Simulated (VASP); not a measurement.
# Mg (Im-3m) in VASP: single point with PBEsol+D3(BJ)

Aim: the single point of Mg with PBEsol+D3(BJ).

Program: VASP 6.6.1. These are calculated values, not measurements. Logs are shortened: lines on timing, memory, paths and dates and some standing lists are left out, and cuts for length are marked.

### 1 The cell of the first run

It takes space group Im-3m (No. 229, cubic). The conventional cell has a = 2.953 Å, b = 2.953 Å, c = 2.953 Å, α = 90.00°, β = 90.00°, γ = 90.00°. Mg (site symmetry m-3m) has 14 Mg at 2.56 to 2.95 Å within 3.4 Å.

### 2 Single point, PBEsol+D3(BJ)

INCAR reads:

```
SYSTEM = Mg
  ALGO = Normal
  EDIFF = 1E-6
  ENCUT = 520
  GGA = PS
  ISIF = 2
  ISMEAR = 0
  IVDW = 12
  LASPH = .True.
  LCHARG = .False.
  LREAL = .False.
  LWAVE = .False.
  NBANDS = 7
  NELM = 80
  PREC = Accurate
  SIGMA = 0.1
```

KPOINTS reads:

```
k-points
0
Gamma
  11 11 11
  0 0 0
```

POSCAR reads:

```
Mg
1.0
   -1.4765000000      1.4765000000      1.4765000000
    1.4765000000     -1.4765000000      1.4765000000
    1.4765000000      1.4765000000     -1.4765000000
Mg
1
Direct
    0.0000000000      0.0000000000      0.0000000000
```

Potentials or basis: VASP PAW PBE potentials, release 64 (Mg).

On the command line:

```console
cat potpaw_PBE.64/Mg/POTCAR > POTCAR
mpirun -np 1 vasp_std > vasp.out
```

OUTCAR:

```text
SYSTEM = Mg
   EDIFF = 1E-6
   ENCUT = 520
   GGA = PS
   ISIF = 2
   ISMEAR = 0
   IVDW = 12
   LASPH = .True.
   LREAL = .False.
   NELM = 80
   PREC = Accurate
 IVDW          = 12

 ion  position               nearest neighbor table
   1  0.000  0.000  0.000-

  LATTYP: Found a body centered cubic cell.
 ALAT       =     2.9530000000

  Lattice vectors:

 A1 = (  -1.4765000000,   1.4765000000,   1.4765000000)
 A2 = (   1.4765000000,  -1.4765000000,   1.4765000000)
 A3 = (   1.4765000000,   1.4765000000,  -1.4765000000)

Analysis of symmetry for initial positions (statically):
=====================================================================
 Subroutine PRICEL returns:
 Original cell was already a primitive cell.

 Routine SETGRP: Setting up the symmetry group for a
 body centered cubic supercell.

 Subroutine GETGRP returns: Found 48 space group operations
 (whereof 48 operations were pure point group operations)
 out of a pool of 48 trial point group operations.

The static configuration has the point symmetry O_h .

Analysis of symmetry for dynamics (positions and initial velocities):
=====================================================================
 Subroutine PRICEL returns:
 Original cell was already a primitive cell.

 Routine SETGRP: Setting up the symmetry group for a
 body centered cubic supercell.

 Subroutine GETGRP returns: Found 48 space group operations
 (whereof 48 operations were pure point group operations)
 out of a pool of 48 trial point group operations.

The dynamic configuration has the point symmetry O_h .

 Subroutine INISYM returns: Found 48 space group operations
 (whereof 48 operations are pure point group operations),
 and found     1 'primitive' translations

----------------------------------------------------------------------------------------

                                     Primitive cell

  volume of cell :      12.8754

  direct lattice vectors                    reciprocal lattice vectors
    -1.476500000  1.476500000  1.476500000     0.000000000  0.338638673  0.338638673
     1.476500000 -1.476500000  1.476500000     0.338638673  0.000000000  0.338638673
     1.476500000  1.476500000 -1.476500000     0.338638673  0.338638673  0.000000000

  length of vectors
     2.557373017  2.557373017  2.557373017     0.478907403  0.478907403  0.478907403

  position of ions in fractional coordinates (direct lattice)
     0.000000000  0.000000000  0.000000000

  ion indices of the primitive-cell ions
   primitive index   ion index
                 1           1

----------------------------------------------------------------------------------------

 KPOINTS: k-points

Automatic generation of k-mesh.
 Grid dimensions read from file:
 generate k-points for:   11   11   11

 Generating k-lattice:

  Cartesian coordinates                     Fractional coordinates (reciprocal lattice)
     0.000000000  0.030785334  0.030785334     0.090909091  0.000000000  0.000000000
     0.030785334  0.000000000  0.030785334     0.000000000  0.090909091  0.000000000
     0.030785334  0.030785334  0.000000000     0.000000000  0.000000000  0.090909091

  Length of vectors
     0.043537037  0.043537037  0.043537037

  Shift w.r.t. Gamma in fractional coordinates (k-lattice)
     0.000000000  0.000000000  0.000000000

 Subroutine IBZKPT returns following result:
 ===========================================

 Found     56 irreducible k-points:

 Following reciprocal coordinates:
            Coordinates               Weight
  0.000000  0.000000  0.000000      1.000000
  0.090909  0.000000  0.000000     12.000000
  0.181818  0.000000  0.000000     12.000000
  0.272727  0.000000  0.000000     12.000000
  0.363636  0.000000  0.000000     12.000000
  0.454545  0.000000  0.000000     12.000000
[... 16 lines left out ...]
  0.272727  0.181818  0.090909     48.000000
  0.363636  0.181818  0.090909     24.000000
 [... further k-points ...]
   k-points           NKPTS =     56   k-points in BZ     NKDIM =     56   number of bands    NBANDS=      7
   number of dos      NEDOS =    301   number of ions     NIONS =      1
   total plane-waves  NPLWV =   8000
   dimension x,y,z NGX =    20 NGY =   20 NGZ =   20
   dimension x,y,z NGXF=    40 NGYF=   40 NGZF=   40
   ions per type =               1
   NGX,Y,Z   is equivalent  to a cutoff of  13.00, 13.00, 13.00 a.u.
   NGXF,Y,Z  is equivalent  to a cutoff of  26.00, 26.00, 26.00 a.u.
 SYSTEM =  Mg
   PREC   = accura    normal or accurate (medium, high low for compatibility)
   ISTART =      0    job   : 0-new  1-cont  2-samecut
   ICHARG =      2    charge: 1-file 2-atom 10-const
   ISPIN  =      1    spin polarized calculation?
   LNONCOLLINEAR =      F non collinear calculations
   LSORBIT =      F    spin-orbit coupling
   LASPH  =      T    aspherical Exc in radial PAW
   ENCUT  =  520.0 eV  38.22 Ry    6.18 a.u.   4.76  4.76  4.76*2*pi/ulx,y,z
   NELM   =     80;   NELMIN=  2; NELMDL= -5     # of ELM steps
   EDIFF  = 0.1E-05   stopping-criterion for ELM
   LREAL  =      F    real-space projection
   EDIFFG = 0.1E-04   stopping-criterion for IOM
   NSW    =      0    number of steps for IOM
   IBRION =     -1    ionic relax: 0-MD 1-quasi-New 2-CG
   NFREE  =      0    steps in history (QN), initial steepest desc. (CG)
   ISIF   =      2    stress and relaxation
   ISYM   =      2    0-nonsym 1-usesym 2-fastsym
   POTIM  = 0.5000    time-step for ionic-motion
   TEBEG  =    0.0;   TEEND  =   0.0 temperature during run
   PSTRESS=    0.0 pullay stress
   NELECT =       2.0000    total number of electrons
   NUPDOWN=      -1.0000    fix difference up-down
   EMIN   =  10.00;   EMAX   =-10.00  energy-range for DOS
   EFERMI =   0.00;   METHOD = LEGACY
   ISMEAR =     0;   SIGMA  =   0.10  broadening in eV -4-tet -1-fermi 0-gaus
   EFERMI_NEDOS =   21; number of points for ismear=-14 and -15
   IALGO  =     38    algorithm
   IMIX   =      4    mixing-type and parameters
     AMIX     =   0.40;   BMIX     =  1.00
     AMIX_MAG =   1.60;   BMIX_MAG =  1.00
  volume/ion in A,a.u.               =      12.88        86.89
  Fermi-wavevector in a.u.,A,eV,Ry     =   0.880031  1.663018 10.537098  0.774455
  Thomas-Fermi vector in A             =   2.000336
   LORBIT       =      0    0 simple, 1 ext, 2 COOP (PROOUT), +10 PAW based schemes
   GGA     = PS    functional components
   LHFCALC =     F    Hartree Fock is set to
   AEXX    =    0.0000 exact exchange contribution
   IVDW    =    12    specifies the selected vdW correction
   LEPSILON=     F    determine dielectric tensor
   LRPA    =     F    only Hartree local field effects (RPA)
 non-spin polarized calculation
 Gauss-broadening in eV      SIGMA  =   0.10
  energy-cutoff  :      520.00
  volume of cell :       12.88
 maximum number of plane-waves:       370
   NGX =  9   NGY =  9   NGZ =  9

 number of electron       2.0000000 magnetization

 Free energy of the ion-electron system (eV)
  ---------------------------------------------------
  ext. energy  EPLUGINS =         0.00000000
  ---------------------------------------------------
  free energy    TOTEN  =        -0.54116627 eV

  energy without entropy =       -0.53920811  energy(sigma->0) =       -0.54018719

 E-fermi :   6.6344     XC(G=0): -10.5764

 val. band max:        6.6289668797   @ k =   0.3636   0.1818   0.0909
 cond. band min:       6.6839955262   @ k =  -0.3636  -0.3636   0.0909
 fundamental gap:      0.0550286465
 Fermi energy:         6.6344211281

 k-point     1 :       0.0000    0.0000    0.0000
  band No.  band energies     occupation
      1      -3.3365      2.00000
      2      23.9054      0.00000
      3      23.9054      0.00000
      4      23.9054      0.00000
      5      26.6789      0.00000
      6      26.6789      0.00000
      7      28.4569      0.00000

 k-point     2 :       0.0909    0.0000    0.0000
  band No.  band energies     occupation
      1      -3.0486      2.00000
      2      21.4255      0.00000
      3      22.5857      0.00000
      4      23.5945      0.00000
      5      25.2688      0.00000
      6      25.4604      0.00000
      7      29.9177      0.00000

 k-point     3 :       0.1818    0.0000    0.0000
  band No.  band energies     occupation
      1      -2.1943      2.00000
      2      17.1871      0.00000
      3      20.6340      0.00000
      4      22.9383      0.00000
      5      23.6327      0.00000
      6      25.3348      0.00000
      7      30.8389      0.00000

 k-point     4 :       0.2727    0.0000    0.0000
  band No.  band energies     occupation
      1      -0.8011      2.00000
      2      13.1935      0.00000
      3      19.0402      0.00000
      4      22.3004      0.00000
      5      22.3977      0.00000
      6      24.9833      0.00000
      7      31.4501      0.00000

 k-point     5 :       0.3636    0.0000    0.0000
  band No.  band energies     occupation
      1       1.0861      2.00000
      2       9.6011      0.00000
      3      17.9513      0.00000
      4      21.5884      0.00000
      5      21.8399      0.00000
      6      24.4159      0.00000
      7      32.2989      0.00000
[... 161 lines left out ...]
 k-point    22 :       0.1818    0.1818    0.0909
  band No.  band energies     occupation
      1       1.3483      2.00000
      2      11.5035      0.00000
      3      12.8990      0.00000
      4      18.0667      0.00000
      5      28.1246      0.00000
      6      29.7860      0.00000
      7      32.2643      0.00000

 k-point    23 :       0.2727    0.1818    0.0909
  band No.  band energies     occupation
      1       3.3865      2.00000
      2       8.8164      0.00000
      3      11.7977      0.00000
      4      17.1428      0.00000
      5      28.3357      0.00000
      6      30.6813      0.00000
      7      32.3719      0.00000

 k-point    24 :       0.3636    0.1818    0.0909
  band No.  band energies     occupation
      1       5.2747      2.00000
      2       6.6290      1.06148
      3      11.5012      0.00000
      4      16.8404      0.00000
      5      28.3028      0.00000
      6      30.9495      0.00000
      7      32.5049      0.00000

 [... further k-points ...]

------------------------ aborting loop because EDIFF is reached ----------------------------------------

 Edisp (eV)   -0.47364

 E8    (eV) :    -0.3148

  FORCE on cell =-STRESS in cart. coord.  units (eV):
  Direction    XX          YY          ZZ          XY          YZ          ZX
  --------------------------------------------------------------------------------------
  -------------------------------------------------------------------------------------
  Total       4.46543     4.46543     4.46543     0.00000     0.00000    -0.00000
  in kB     555.66561   555.66561   555.66561     0.00000     0.00000    -0.00000
  external pressure =      555.67 kB  Pullay stress =        0.00 kB

 VOLUME and BASIS-vectors are now :
 -----------------------------------------------------------------------------
  energy-cutoff  :      520.00
  volume of cell :       12.88
      direct lattice vectors                 reciprocal lattice vectors
    -1.476500000  1.476500000  1.476500000     0.000000000  0.338638673  0.338638673
     1.476500000 -1.476500000  1.476500000     0.338638673  0.000000000  0.338638673
     1.476500000  1.476500000 -1.476500000     0.338638673  0.338638673  0.000000000

 POSITION                                       TOTAL-FORCE (eV/Angst)
 -----------------------------------------------------------------------------------
      0.00000      0.00000      0.00000         0.000000     -0.000000      0.000000
 -----------------------------------------------------------------------------------
    total drift:                                0.000000     -0.000000      0.000000

  FREE ENERGIE OF THE ION-ELECTRON SYSTEM (eV)
  ---------------------------------------------------
  free  energy   TOTEN  =        -1.0148013615 eV

  energy  without entropy=       -1.0128432047  energy(sigma->0) =       -1.01382228
```

Run time: 5.1 s. Hardware: 1 thread of AMD EPYC 7R13, shared host; peak memory 0.1 GiB.

What came out:

```
Free energy                : -1.0148 eV
Pressure                   : 55.6 GPa
Band gap on the k mesh     : zero (band 1 reaches 9.09 eV, above the bottom of band 2 at 5.76 eV)
Dispersion energy per atom : -0.474 eV
```

Caveat: three body term missing; the PAW data sets were made with another functional, which shifts forces and pressure a little; pairwise dispersion overbinds metals, which lowers pressure and volume.
